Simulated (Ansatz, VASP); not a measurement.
## Two plane-wave programs on YbMn2Sb2

File INCAR:

```
PREC = Accurate
ENCUT = 520
EDIFF = 1E-6
ISMEAR = 0
SIGMA = 0.05
LREAL = F
LASPH = T
NELM = 150
ALGO = Normal
ISIF = 2
LWAVE = F
LCHARG = F
ISPIN = 2
MAGMOM = 0 4.18 -4.18 0 0
LORBIT = 11
LMAXMIX = 6
LDAU = T
LDAUTYPE = 2
LDAUL = 3 -1 -1
LDAUU = 6 0 0
LDAUJ = 0 0 0
LDAUPRINT = 1
GGA = PE
NBANDS = 42
KPAR = 4
```

KPOINTS

```
regular mesh
0
Gamma
  10 10 6
```

POSCAR

```
YbMn2Sb2
1.0
    4.4584869965      0.0000000000      0.0000000000
   -2.2292434982      3.8611630014      0.0000000000
    0.0000000000      0.0000000000      7.4156402650
Yb Mn Sb
1 2 2
Direct
    0.0000000000      0.0000000000     -0.0000001266
    0.3333333333      0.6666666667      0.6137725419
    0.6666666667      0.3333333333      0.3862275187
    0.3333333333      0.6666666667      0.2563801900
    0.6666666667      0.3333333333      0.7436198760
```

Input for Ansatz:

```yaml
crystal:
  lattice:
    - [4.4584869965, 0.0, 0.0]
    - [-2.2292434982, 3.8611630014, 0.0]
    - [0.0, 0.0, 7.415640265]
  atoms:
    - { symbol: Yb, position: [0.0, 0.0, -1.266e-07] }
    - { symbol: Mn, position: [0.3333333333, 0.6666666667, 0.6137725419], spin: 4.18 }
    - { symbol: Mn, position: [0.6666666667, 0.3333333333, 0.3862275187], spin: -4.18 }
    - { symbol: Sb, position: [0.3333333333, 0.6666666667, 0.25638019] }
    - { symbol: Sb, position: [0.6666666667, 0.3333333333, 0.743619876] }
basis:
  ecutwfc: 420
  ecutrho_ratio: 4
kpoints:
  mp_grid: { grid: [10, 10, 6] }
  band_path:
    path:
      - [[0.0, 0.0, 0.0], [0.5, 0.0, 0.0], [0.33333333, 0.33333333, 0.0], [0.0, 0.0, 0.0], [0.0, 0.0, 0.5], [0.5, 0.0, 0.5], [0.33333333, 0.33333333, 0.5], [0.0, 0.0, 0.5]]
      - [[0.5, 0.0, 0.5], [0.5, 0.0, 0.0]]
      - [[0.33333333, 0.33333333, 0.5], [0.33333333, 0.33333333, 0.0]]
    npoints: 14
hamiltonian:
  xc: pbe
  hubbard: { sites: [{ species: Yb, l: f, u_eff: 6.0 }] }
scf:
  occupations: { method: gaussian, width: 0.05 }
  lower_state_search: "off"
  n_extra_bands: 29
output:
  forces: true
  stress: true
  eigenvalues: true
  populations: true
  hubbard: { sites: [{ species: Yb, l: f }] }
  dos: { projected: true, de: 0.02, nscf_kmesh: { grid: [15, 15, 9] } }
  bader: true
magnetization:
  spin_polarized: true
checkpoint:
  read: start.run
  write: ck
  compress: false
  write_wavefunctions: false
  write_every: 100000
```

Alike in both runs: task single point; functional PBE; k mesh 10 × 10 × 6; occupations gaussian, width 0.05 eV; collinear spin; Hubbard terms Yb f U = 6.0 eV.

|  | VASP | Ansatz |
| --- | --- | --- |
| version | VASP 6.6.1 | Ansatz 0.2.0 |
| potentials or method | VASP PAW PBE potentials, release 64 (Yb, Mn_pv, Sb), cutoff 520 eV | scalar-relativistic, plane waves, PAW |
| valence electrons in the cell | 60 | 84 |

VASP gave:

| Quantity | Value |
| --- | --- |
| gap on the k mesh at the Fermi level (eV) | none |
| pressure (GPa) | 0.5 |
| rms of the force components (eV/Å) | 0.003 |
| net moment per atom (μB) | 0.00 |
| size of the moment on the site where the two differ most (μB) | 3.82 |

**Question.** What did Ansatz give for the same quantities?

**Answer.** gap on the k mesh at the Fermi level (eV): none; pressure (GPa): 0.0; rms of the force components (eV/Å): 0.000; net moment per atom (μB): 0.00; size of the moment on the site where the two differ most (μB): 3.80.

Site moments also hang on the region over which each program counts them. The programs project onto different local orbitals, so the same U acts differently, and such runs can settle in different states. Atom by atom the forces differ by 0.003 eV/Å (rms over components). A gap of «none» marks a metal or a gap that the smearing closes. VASP's potentials hold 60 valence electrons a cell and Ansatz's 84, so a difference there can come from the potentials and not from the codes. Ansatz's warnings: filled band counts differ across k points, stability check not made.

Spin-orbit coupling is off throughout.
